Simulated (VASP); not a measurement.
GaSb, 2 atoms in the cell. The structure is cubic, space group F-43m (No. 216). The conventional cell has a = 6.132 Å, b = 6.132 Å, c = 6.132 Å, α = 90.00°, β = 90.00°, γ = 90.00°. Within 3.5 Å of Ga (site symmetry -43m) lie 4 Sb at 2.66 Å. Sb (site symmetry -43m) has 4 Ga at 2.66 Å within 3.5 Å. 

| Property | Result |
| --- | --- |
| Program | VASP 6.6.1 |
| Task | single point |
| Functional | HSE06 |
| Potentials or basis | VASP PAW PBE potentials, release 64 (Ga_d, Sb) |
| Cutoff | 520 eV |
| k mesh | 4 × 4 × 4 |
| Occupations | fermi-dirac, width 0.02 eV |
| Spin | no spin polarisation |
| Dipole correction | no |
| Grid for exact exchange (PRECFOCK) | Normal |
| Further INCAR settings | ALGO = Normal; EDIFF = 1e-06; NBANDS = 16 |
| Screening parameter | 0.2079 1/Å |

Potentials or basis: VASP PAW PBE potentials, release 64 (Ga_d, Sb).

Run with:

```sh
$ cat potpaw_PBE.64/Ga_d/POTCAR potpaw_PBE.64/Sb/POTCAR > POTCAR
$ cp INCAR.step1 INCAR
$ mpirun -np 1 vasp_std > vasp.out
$ cp INCAR.step2 INCAR
$ mpirun -np 1 vasp_std > vasp.out
```

Hardware: 1 thread of Intel(R) Xeon(R) 6975P-C (Granite Rapids), with other jobs on the host.

Q: How long does it take, and how much memory?

A: It took 6.2 min on 1 thread of Intel(R) Xeon(R) 6975P-C (Granite Rapids) (shared host), peak memory 0.3 GiB. Counts: k points 8.
